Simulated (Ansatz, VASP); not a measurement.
# One calculation of Be2C, two programs

POSCAR

```
Be2C
1.0
    2.1650000000      2.1650000000      0.0000000000
   -2.1650000000      2.1650000000      0.0000000000
    0.0000000000      2.1650000000      2.1650000000
Be C
2 1
Direct
    0.2500000000      0.7500000000      0.5000000000
    0.7500000000      0.2500000000      0.5000000000
    0.0000000000      0.0000000000      0.0000000000
```

INCAR.step1

```
SYSTEM = Be2C
  ALGO = Normal
  EDIFF = 1E-5
  EDIFFG = -0.005
  ENCUT = 660
  GGA = PE
  GGA_COMPAT = .FALSE.
  IBRION = 2
  ISIF = 3
  ISMEAR = -1
  LASPH = .TRUE.
  LCHARG = .FALSE.
  LREAL = .FALSE.
  LWAVE = .TRUE.
  NELM = 120
  NELMIN = 4
  NSW = 100
  PREC = Accurate
  SIGMA = 0.1
```

Contents of INCAR.step2:

```
SYSTEM = Be2C
  ALGO = Normal
  EDIFF = 1E-7
  EDIFFG = -0.002
  ENCUT = 660
  GGA_COMPAT = .FALSE.
  IBRION = 2
  ISIF = 3
  ISMEAR = -1
  ISTART = 1
  LASPH = .TRUE.
  LCHARG = .FALSE.
  LMIXTAU = .TRUE.
  LREAL = .FALSE.
  LWAVE = .FALSE.
  METAGGA = R2SCAN
  NELM = 120
  NELMIN = 4
  NSW = 100
  PREC = Accurate
  SIGMA = 0.1
```

Contents of KPOINTS:

```
k-points
0
G
  14 14 14
  0 0 0
```

Input for Ansatz:

```yaml
crystal:
  lattice:
    - [2.165, 2.165, 0.0]
    - [-2.165, 2.165, 0.0]
    - [0.0, 2.165, 2.165]
  atoms:
    - { symbol: Be, position: [0.25, 0.75, 0.5] }
    - { symbol: Be, position: [0.75, 0.25, 0.5] }
    - { symbol: C, position: [0.0, 0.0, 0.0] }
kpoints:
  mp_grid: { grid: [14, 14, 14] }
scf:
  occupations: { method: fermi_dirac, width: 0.1 }
hamiltonian:
  xc: r2scan
  pseudopotentials: { kind: paw }
relax:
  f_tol: 0.002
  max_steps: 80
  cell: {}
output:
  forces: true
  stress: true
  write_density: true
  write_potential: true
  elf: true
  volumetric_format: npy
```

Alike in both runs: task relaxation of cell and atoms; functional r2SCAN; k mesh 14 × 14 × 14; occupations fermi-dirac, width 0.1 eV; no spin polarisation.

```csv
,VASP,Ansatz
version,VASP 6.6.1,Ansatz 0.2.0
potentials or method,"VASP PAW PBE potentials, release 64 (Be, C)","PAW with Ansatz's default frozen-core files, scalar-relativistic"
plane-wave cutoff (eV),660,500
valence electrons in the cell,8,8
```

VASP gave:

| Quantity | Value |
| --- | --- |
| relaxed volume (Å³/atom) | 6.75 |
| relaxed cell length with the largest relative difference (Å) | 3.059 |

**Question.** Estimate Ansatz's values.

**Answer.** Relaxed volume (Å³/atom): 6.72; relaxed cell length with the largest relative difference (Å): 3.055.

VASP's potentials were made for PBE, not for r2SCAN.
